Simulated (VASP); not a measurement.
Na, 1 atom in the cell. Symmetry: Im-3m, No. 229, cubic system. The conventional cell has a = 3.588 Å, b = 3.588 Å, c = 3.588 Å, α = 90.00°, β = 90.00°, γ = 90.00°. Within 4.1 Å of Na (site symmetry m-3m) lie 14 Na at 3.11 to 3.59 Å. 

| Quantity | Value |
| --- | --- |
| Program | VASP 6.6.1 |
| Task | relaxation of cell and atoms |
| Functional | r2SCAN |
| Potentials or basis | VASP PAW PBE potentials, release 64 (Na_pv) |
| Cutoff | 600 eV |
| k mesh | 8 × 8 × 8 |
| Occupations | gaussian, width 0.1 eV |
| Spin | no spin polarisation |
| Dipole correction | no |
| Further INCAR settings | ALGO = Normal; EDIFF = 1e-06; IBRION = 2; EDIFFG = -0.05; NSW = 80; ISIF = 3 |

Potentials or basis: VASP PAW PBE potentials, release 64 (Na_pv).

Run with:

```bash
$ cat potpaw_PBE.64/Na_pv/POTCAR > POTCAR
$ cp INCAR.step1 INCAR
$ mpirun -np 1 vasp_std > vasp.out
$ cp INCAR.step2 INCAR
$ mpirun -np 1 vasp_std > vasp.out
```

Hardware: 1 thread of AMD EPYC 9R45 (Zen 5), with other jobs on the host.

Problem. Estimate the wall time of this run.

Solution. It took 110 s on 1 thread of AMD EPYC 9R45 (Zen 5) (shared host), peak memory 0.12 GiB. Counts: k points 29, ion steps 5.
